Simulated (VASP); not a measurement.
# Si2Ge (P1) in VASP: relaxation of cell and atoms with PBE

Aim: the relaxation of cell and atoms of Si2Ge with PBE.

All numbers are computed with VASP 6.6.1; they aren't measurements. Logs are shortened: lines on timing, memory, paths and dates and some standing lists are left out, and cuts for length are marked.

## Step 1: The cell of the first run

The typed cell holds 12 atoms: a = 3.910 Å, b = 6.704 Å, c = 9.548 Å, α = 91.10°, β = 90.15°, γ = 91.73°.

## Step 2: Relaxation of cell and atoms, PBE

INCAR

```
PREC = Accurate
ENCUT = 500
EDIFF = 1E-7
ISMEAR = 0
SIGMA = 0.1
LREAL = False
LASPH = True
NELM = 120
ALGO = Normal
ISIF = 3
LWAVE = False
LCHARG = False
GGA = PE
IBRION = 2
NSW = 80
EDIFFG = -0.025
GGA_COMPAT = False
NELMIN = 4
```

KPOINTS

```
regular mesh
0
Gamma
  4 2 2
```

POSCAR

```
Si2Ge
1.0
    3.9098471116     -0.0585939708     -0.0054942441
   -0.1014877343      6.7029632655     -0.0646057287
   -0.0134554116     -0.0913480834      9.5473104604
Si Ge
8 4
Direct
    0.0025885294      0.0015952832      0.3874490090
    0.5149760815      0.4964565701      0.3603287540
    0.9625140009      0.3300070453      0.0540267710
    0.5692408886      0.8451540975      0.0422878964
   -0.0426572755      0.0072573732      0.6307711842
    0.4815400884      0.4900561414      0.6227664788
    0.5150291713      0.1572200198      0.9599326110
    0.9721329480      0.6592529129      0.9555793004
    0.5395655275      0.1393601853      0.7306137053
    0.9802824435      0.7067061904      0.6781761632
    1.0068416640      0.3560762316      0.2941251592
    0.4979459325      0.8108579492      0.2839429674
```

Potentials or basis: VASP PAW PBE potentials, release 64 (Si, Ge_d).

Started as:

```sh
$ cat potpaw_PBE.64/Si/POTCAR potpaw_PBE.64/Ge_d/POTCAR > POTCAR
$ mpirun -np 1 vasp_std > vasp.out
```

OUTCAR:

```text
PREC = Accurate
   ENCUT = 500
   EDIFF = 1E-7
   ISMEAR = 0
   LREAL = False
   LASPH = True
   NELM = 120
   ISIF = 3
   GGA = PE
   IBRION = 2
   NSW = 80
   EDIFFG = -0.025
   NELMIN = 4

 ion  position               nearest neighbor table
   1  0.003  0.002  0.387-   5 2.33  12 2.51  12 2.54  11 2.55
   2  0.515  0.496  0.360-  12 2.25  11 2.25  11 2.26   6 2.51
   3  0.963  0.330  0.054-   7 2.25  11 2.30   8 2.41   7 2.63
   4  0.569  0.845  0.042-   8 2.19   7 2.26  12 2.34   8 2.73
   5  0.957  0.007  0.631-  10 2.08   9 2.10   1 2.33   9 2.59
   6  0.482  0.490  0.623-  10 2.45   2 2.51  10 2.53   9 2.60
   7  0.515  0.157  0.960-   9 2.19   3 2.25   4 2.26   3 2.63
   8  0.972  0.659  0.956-   4 2.19   3 2.41  10 2.67   4 2.73
   9  0.540  0.139  0.731-   5 2.10   7 2.19   5 2.59   6 2.60
  10  0.980  0.707  0.678-   5 2.08   6 2.45   6 2.53   8 2.67
  11  0.007  0.356  0.294-   2 2.25   2 2.26   3 2.30   1 2.55
  12  0.498  0.811  0.284-   2 2.25   4 2.34   1 2.51   1 2.54

  LATTYP: Found a triclinic cell.
 ALAT       =     7.6587308660
 B/A-ratio  =     0.5105663154
 C/A-ratio  =     1.2466500136
 COS(alpha) =     0.0026707580
 COS(beta)  =     0.0181536169
 COS(gamma) =     0.4842138537

  Lattice vectors:

 A1 = (   3.8083593773,   6.6443692947,  -0.0700999728)
 A2 = (   3.9098471116,  -0.0585939708,  -0.0054942441)
 A3 = (   0.0134554116,   0.0913480834,  -9.5473104604)

Analysis of symmetry for initial positions (statically):
=====================================================================
 Subroutine PRICEL returns:
 Original cell was already a primitive cell.

 Routine SETGRP: Setting up the symmetry group for a
 triclinic supercell.

 Subroutine GETGRP returns: Found  1 space group operations
 (whereof  1 operations were pure point group operations)
 out of a pool of  2 trial point group operations.

The static configuration has the point symmetry C_1 .

Analysis of symmetry for dynamics (positions and initial velocities):
=====================================================================
 Subroutine PRICEL returns:
 Original cell was already a primitive cell.

 Routine SETGRP: Setting up the symmetry group for a
 triclinic supercell.

 Subroutine GETGRP returns: Found  1 space group operations
 (whereof  1 operations were pure point group operations)
 out of a pool of  2 trial point group operations.

The dynamic configuration has the point symmetry C_1 .

 Subroutine INISYM returns: Found  1 space group operations
 (whereof  1 operations are pure point group operations),
 and found     1 'primitive' translations

----------------------------------------------------------------------------------------

                                     Primitive cell

  volume of cell :     250.1313

  direct lattice vectors                    reciprocal lattice vectors
     3.909847112 -0.058593971 -0.005494244     0.255823140  0.003877181  0.000397639
    -0.101487734  6.702963266 -0.064605729     0.002238491  0.149235434  0.001431030
    -0.013455412 -0.091348083  9.547310460     0.000162368  0.001012093  0.104751452

  length of vectors
     3.910289999  6.704042825  9.547756938     0.255852828  0.149259082  0.104756467

  position of ions in fractional coordinates (direct lattice)
     0.002588529  0.001595283  0.387449009
     0.514976082  0.496456570  0.360328754
     0.962514001  0.330007045  0.054026771
     0.569240889  0.845154097  0.042287896
     0.957342725  0.007257373  0.630771184
     0.481540088  0.490056141  0.622766479
     0.515029171  0.157220020  0.959932611
     0.972132948  0.659252913  0.955579300
     0.539565528  0.139360185  0.730613705
     0.980282444  0.706706190  0.678176163
     0.006841664  0.356076232  0.294125159
     0.497945933  0.810857949  0.283942967

  ion indices of the primitive-cell ions
   primitive index   ion index
                 1           1
                 2           2
                 3           3
                 4           4
                 5           5
                 6           6
                 7           7
                 8           8
                 9           9
                10          10
                11          11
                12          12

----------------------------------------------------------------------------------------

 KPOINTS: regular mesh

Automatic generation of k-mesh.
 Grid dimensions read from file:
 generate k-points for:    4    2    2

 Generating k-lattice:

  Cartesian coordinates                     Fractional coordinates (reciprocal lattice)
     0.063955785  0.000969295  0.000099410     0.250000000 -0.000000000 -0.000000000
     0.001119246  0.074617717  0.000715515    -0.000000000  0.500000000  0.000000000
     0.000081184  0.000506047  0.052375726     0.000000000  0.000000000  0.500000000

  Length of vectors
     0.063963207  0.074629541  0.052378234

  Shift w.r.t. Gamma in fractional coordinates (k-lattice)
     0.000000000  0.000000000  0.000000000

 Subroutine IBZKPT returns following result:
 ===========================================

 Found     12 irreducible k-points:

 Following reciprocal coordinates:
            Coordinates               Weight
  0.000000  0.000000  0.000000      1.000000
  0.250000 -0.000000  0.000000      2.000000
  0.500000 -0.000000  0.000000      1.000000
 -0.000000  0.500000  0.000000      1.000000
  0.250000  0.500000  0.000000      2.000000
  0.500000  0.500000  0.000000      1.000000
 -0.000000 -0.000000  0.500000      1.000000
  0.250000 -0.000000  0.500000      2.000000
  0.500000 -0.000000  0.500000      1.000000
 -0.000000  0.500000  0.500000      1.000000
  0.250000  0.500000  0.500000      2.000000
  0.500000  0.500000  0.500000      1.000000
   k-points           NKPTS =     12   k-points in BZ     NKDIM =     12   number of bands    NBANDS=     52
   number of dos      NEDOS =    301   number of ions     NIONS =     12
   total plane-waves  NPLWV = 105000
   dimension x,y,z NGX =    30 NGY =   50 NGZ =   70
   dimension x,y,z NGXF=    60 NGYF=  100 NGZF=  140
   ions per type =               8   4
   NGX,Y,Z   is equivalent  to a cutoff of  12.75, 12.40, 12.19 a.u.
   NGXF,Y,Z  is equivalent  to a cutoff of  25.51, 24.80, 24.38 a.u.
 SYSTEM =  unknown system
   PREC   = accura    normal or accurate (medium, high low for compatibility)
   ISTART =      0    job   : 0-new  1-cont  2-samecut
   ICHARG =      2    charge: 1-file 2-atom 10-const
   ISPIN  =      1    spin polarized calculation?
   LNONCOLLINEAR =      F non collinear calculations
   LSORBIT =      F    spin-orbit coupling
   LASPH  =      T    aspherical Exc in radial PAW
   ENCUT  =  500.0 eV  36.75 Ry    6.06 a.u.   7.13 12.22 17.41*2*pi/ulx,y,z
   NELM   =    120;   NELMIN=  4; NELMDL= -5     # of ELM steps
   EDIFF  = 0.1E-06   stopping-criterion for ELM
   LREAL  =      F    real-space projection
   EDIFFG = -.3E-01   stopping-criterion for IOM
   NSW    =     80    number of steps for IOM
   IBRION =      2    ionic relax: 0-MD 1-quasi-New 2-CG
   NFREE  =      1    steps in history (QN), initial steepest desc. (CG)
   ISIF   =      3    stress and relaxation
   ISYM   =      2    0-nonsym 1-usesym 2-fastsym
   POTIM  = 0.5000    time-step for ionic-motion
   TEBEG  =    0.0;   TEEND  =   0.0 temperature during run
   PSTRESS=    0.0 pullay stress
   NELECT =      88.0000    total number of electrons
   NUPDOWN=      -1.0000    fix difference up-down
   EMIN   =  10.00;   EMAX   =-10.00  energy-range for DOS
   EFERMI =   0.00;   METHOD = LEGACY
   ISMEAR =     0;   SIGMA  =   0.10  broadening in eV -4-tet -1-fermi 0-gaus
   EFERMI_NEDOS =   21; number of points for ismear=-14 and -15
   IALGO  =     38    algorithm
   IMIX   =      4    mixing-type and parameters
     AMIX     =   0.40;   BMIX     =  1.00
     AMIX_MAG =   1.60;   BMIX_MAG =  1.00
  volume/ion in A,a.u.               =      20.84       140.66
  Fermi-wavevector in a.u.,A,eV,Ry     =   1.155703  2.183963 18.172626  1.335650
  Thomas-Fermi vector in A             =   2.292330
   LORBIT       =      0    0 simple, 1 ext, 2 COOP (PROOUT), +10 PAW based schemes
   GGA     = PE    functional components
   LHFCALC =     F    Hartree Fock is set to
   AEXX    =    0.0000 exact exchange contribution
   IVDW    =     0    specifies the selected vdW correction
   LEPSILON=     F    determine dielectric tensor
   LRPA    =     F    only Hartree local field effects (RPA)
 conjugate gradient relaxation of ions
 non-spin polarized calculation
 Gauss-broadening in eV      SIGMA  =   0.10
  energy-cutoff  :      500.00
  volume of cell :      250.13
 maximum number of plane-waves:      6376
 NGX is ok and might be reduce to    30
   NGX = 15   NGY = 25   NGZ = 35

--------------------------------------- Ionic step        1  -------------------------------------------

 number of electron      87.9999989 magnetization

 Free energy of the ion-electron system (eV)
  ---------------------------------------------------
  ext. energy  EPLUGINS =         0.00000000
  ---------------------------------------------------
  free energy    TOTEN  =       -57.09483103 eV

  energy without entropy =      -57.08584517  energy(sigma->0) =      -57.09033810

------------------------ aborting loop because EDIFF is reached ----------------------------------------

  FORCE on cell =-STRESS in cart. coord.  units (eV):
  Direction    XX          YY          ZZ          XY          YZ          ZX
  --------------------------------------------------------------------------------------
  -------------------------------------------------------------------------------------
  Total        8.0033704     12.1782848      7.6252467     -1.9803419      1.3060966     -2.8711356
  in kB       51.2643541     78.0061242     48.8423412    -12.6847747      8.3660000    -18.3906161
  external PRESSURE =      59.3709398 kB  Pullay stress =       0.0000000 kB
[... 119 lines left out ...]
  FREE ENERGIE OF THE ION-ELECTRON SYSTEM (eV)
  ---------------------------------------------------
  free  energy   TOTEN  =       -59.9187364217 eV

  energy  without entropy=      -59.9126877250  energy(sigma->0) =      -59.91571207

[... ionic steps 4 to 19 ...]

--------------------------------------- Ionic step       20  -------------------------------------------

 number of electron      88.0000029 magnetization

------------------------ aborting loop because EDIFF is reached ----------------------------------------

  FORCE on cell =-STRESS in cart. coord.  units (eV):
  Direction    XX          YY          ZZ          XY          YZ          ZX
  --------------------------------------------------------------------------------------
  -------------------------------------------------------------------------------------
  Total       -0.0934246     -0.0291478      0.0077454      0.0022391      0.0016979     -0.0010313
  in kB       -0.5834033     -0.1820178      0.0483674      0.0139823      0.0106026     -0.0064398
  external PRESSURE =      -0.2390179 kB  Pullay stress =       0.0000000 kB
[... 77 lines left out ...]
  energy  without entropy=      -60.9587281052  energy(sigma->0) =      -60.95872857

--------------------------------------- Ionic step       22  -------------------------------------------

 number of electron      88.0000033 magnetization

 Free energy of the ion-electron system (eV)
  ---------------------------------------------------
  ext. energy  EPLUGINS =         0.00000000
  ---------------------------------------------------
  free energy    TOTEN  =       -60.95909373 eV

  energy without entropy =      -60.95909285  energy(sigma->0) =      -60.95909329

 E-fermi :   5.6713     XC(G=0):  -9.4998

 val. band max:        5.3712267428   @ k =   0.0000   0.0000   0.0000
 cond. band min:       5.9712618401   @ k =   0.0000   0.0000   0.0000
 fundamental gap:      0.6000350973
 Fermi energy:         5.6712771374

 k-point     1 :       0.0000    0.0000    0.0000
  band No.  band energies     occupation
      1     -18.9319      2.00000
      2     -18.9277      2.00000
      3     -18.9274      2.00000
      4     -18.9255      2.00000
      5     -18.9249      2.00000
      6     -18.9233      2.00000
[... 688 lines left out ...]
  FREE ENERGIE OF THE ION-ELECTRON SYSTEM (eV)
  ---------------------------------------------------
  free  energy   TOTEN  =       -60.9590937280 eV

  energy  without entropy=      -60.9590928530  energy(sigma->0) =      -60.95909329

 reached required accuracy - stopping structural energy minimisation
```

It took 47 min on 1 thread of Intel Xeon Platinum 8259CL at 2.50GHz (Skylake/Cascade Lake), shared host; peak memory 0.38 GiB.

What came out:

```yaml
Free_energy: -60.9591 eV
Relaxed_volume: 21.37 Å³/atom
Relaxed_cell: a = 3.950 Å, b = 6.763 Å, c = 9.601 Å, α = 90.32°, β = 89.99°, γ = 90.00°
Space_group_after_relaxing_to_0.1_Å: P-3m1 (No. 164)
Energy_gained_by_relaxing: 322.0 meV/atom
Ionic_steps: 22
Pressure_after_relaxing: 0.0 GPa
Largest_force_after_relaxing: 0.022 eV/Å
Band_gap_on_the_k_mesh: 0.60 eV
```

Forces on the atoms (eV/Å):
```
Si  -0.006  0.011  0.005
Si  -0.001  0.001  0.008
Si  -0.007  0.006 -0.003
Si   0.009  0.004 -0.009
Si   0.013  0.007  0.016
Si   0.016  0.003  0.007
Si   0.000  0.005 -0.009
Si  -0.014 -0.007 -0.013
Ge  -0.002 -0.015  0.013
Ge   0.001 -0.004  0.006
Ge  -0.006 -0.012 -0.009
Ge  -0.004  0.000 -0.012
```

Step by step:
| step | energy change (eV) | largest force (eV/Å) | pressure (GPa) | volume (Å³) |
| --- | --- | --- | --- | --- |
| 1 | 0.0000 | 6.3617 | 5.94 | 250.13 |
| 2 | -2.6879 | 1.8559 | -5.05 | 279.06 |
| 3 | -2.8239 | 1.7193 | -3.78 | 272.61 |
| 4 | -3.6386 | 1.0453 | -0.38 | 257.65 |
| 5 | -3.6492 | 1.0322 | 0.18 | 255.92 |
| 6 | -3.7710 | 0.3910 | 0.29 | 255.30 |
| 7 | -3.7747 | 0.3775 | 0.34 | 255.17 |
| 8 | -3.8081 | 0.2948 | -0.15 | 256.72 |
| 9 | -3.8130 | 0.3179 | -0.40 | 257.57 |
| 10 | -3.8350 | 0.1919 | -0.02 | 256.36 |
| 11 | -3.8367 | 0.2190 | 0.14 | 255.92 |
| 12 | -3.8532 | 0.1333 | 0.16 | 255.93 |
| 13 | -3.8564 | 0.1572 | 0.16 | 255.94 |
| 14 | -3.8610 | 0.0787 | -0.19 | 257.06 |
| 15 | -3.8611 | 0.0818 | -0.14 | 256.88 |
| 16 | -3.8626 | 0.0613 | 0.04 | 256.29 |
| 17 | -3.8626 | 0.0588 | 0.04 | 256.34 |
| 18 | -3.8633 | 0.0334 | 0.02 | 256.42 |
| 19 | -3.8634 | 0.0548 | 0.00 | 256.47 |
| 20 | -3.8638 | 0.0324 | -0.02 | 256.57 |
| 21 | -3.8639 | 0.0358 | -0.04 | 256.61 |
| 22 | -3.8643 | 0.0221 | 0.00 | 256.46 |

Final structure:
```
Si Ge
1.0
     3.94972   -0.00012    0.00005
     0.00007    6.76312   -0.01800
     0.00130   -0.02744    9.60074
Si Ge
8 4
Direct
  0.00100 0.99995 0.37738
  0.50079 0.50001 0.37747
  0.00096 0.33282 0.03950
  0.50061 0.83289 0.03968
  0.99843 0.00015 0.62226
  0.49797 0.50031 0.62242
  0.50078 0.16646 0.96052
  0.00079 0.66665 0.96074
  0.49856 0.16675 0.70770
  0.99808 0.66671 0.70796
  0.00098 0.33372 0.29213
  0.50105 0.83357 0.29223
```

Caveat: the k points lie up to 0.46 Å⁻¹ apart in the final cell; semilocal functionals underestimate gaps, and a narrow one can read as zero. A k mesh can miss the band edges.
